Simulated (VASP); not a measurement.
**K2CaInC6N6: single point with PBE**

Crystal: K2CaInC6N6.

```
K Ca In C N
1.0
     0.00000    5.37350    5.37350
     5.37350    0.00000    5.37350
     5.37350    5.37350    0.00000
K Ca In C N
2 1 1 6 6
Cartesian
  2.6867 2.6867 2.6867
  8.0602 8.0602 8.0602
  0.0000 0.0000 0.0000
  5.3735 5.3735 5.3735
  2.1060 5.3735 5.3735
  5.3735 2.1060 5.3735
  5.3735 5.3735 2.1060
  8.6410 5.3735 5.3735
  5.3735 8.6410 5.3735
  5.3735 5.3735 8.6410
  3.2760 5.3735 5.3735
  5.3735 3.2760 5.3735
  5.3735 5.3735 3.2760
  7.4710 5.3735 5.3735
  5.3735 7.4710 5.3735
  5.3735 5.3735 7.4710
```

```json
{
  "Program": "VASP 6.6.1",
  "Task": "single point",
  "Functional": "PBE",
  "Potentials or basis": "VASP PAW PBE potentials, release 64 (K_sv, Ca_sv, In_d, C, N)",
  "Cutoff": "520 eV",
  "k mesh": "4 × 4 × 4",
  "Occupations": "gaussian, width 0.1 eV",
  "Spin": "collinear spin, ferromagnetic start",
  "Starting moments": "[0.0, 0.0, 0.0, 0.0, 1.0, 1.0, 1.0, 1.0, 1.0, 1.0, 1.0, 1.0, 1.0, 1.0, 1.0, 1.0] μB",
  "Dipole correction": "no",
  "Further INCAR settings": "LREAL = Auto; ALGO = Normal; EDIFF = 1e-06; NBANDS = 66"
}
```

- Pressure: 15.5 GPa
- Largest force: 2.478 eV/Å
- Net moment: 0.00 μB per cell
- Valence electrons inside the program's atomic spheres: K 7.52; Ca 8.81; In 11.66; C 2.61; N 3.94

Forces on the atoms (eV/Å):
```
K    0.000  0.000  0.000
K    0.000  0.000  0.000
Ca   0.000  0.000  0.000
In   0.000  0.000  0.000
C    2.478  0.000  0.000
C    0.000  2.478  0.000
C    0.000  0.000  2.478
C   -2.478  0.000  0.000
C    0.000 -2.478  0.000
C    0.000  0.000 -2.478
N    0.232  0.000  0.000
N    0.000  0.232  0.000
N    0.000  0.000  0.232
N   -0.232  0.000  0.000
N    0.000 -0.232  0.000
N    0.000  0.000 -0.232
```

Levels at points of the mesh, in eV from the Fermi level:
Spin up:
```tsv
k point	band 45	band 46	band 47	band 48	band 49	band 50
(0.00, 0.00, 0.00)	-4.42	-4.42	-4.42	-0.13	-0.13	-0.13
(0.50, 0.00, 0.00)	-4.54	-3.81	-3.81	0.04	0.26	0.26
(0.50, 0.50, 0.00)	-4.19	-4.19	-4.05	-0.09	0.70	0.70
```
Spin down:
```
           k point  band 44  band 45  band 46  band 47  band 48  band 49  band 50  band 51
(0.00, 0.00, 0.00)    -4.76    -4.42    -4.42    -4.42    -0.13    -0.13    -0.13     0.68
(0.50, 0.00, 0.00)    -5.26    -4.54    -3.81    -3.81     0.04     0.26     0.26     1.24
(0.50, 0.50, 0.00)    -4.75    -4.19    -4.19    -4.05    -0.09     0.70     0.70     1.36
```

It took 29 min on 1 thread of Intel(R) Xeon(R) Platinum 8259CL CPU @ 2.50GHz (Skylake/Cascade Lake) (shared host), peak memory 0.79 GiB.

Caveat: the cell stands under pressure; spin-orbit coupling is left out, which moves the levels of the heavy elements; forces of over 1 eV/Å act on the atoms, so gaps and moduli don't describe the material at rest.
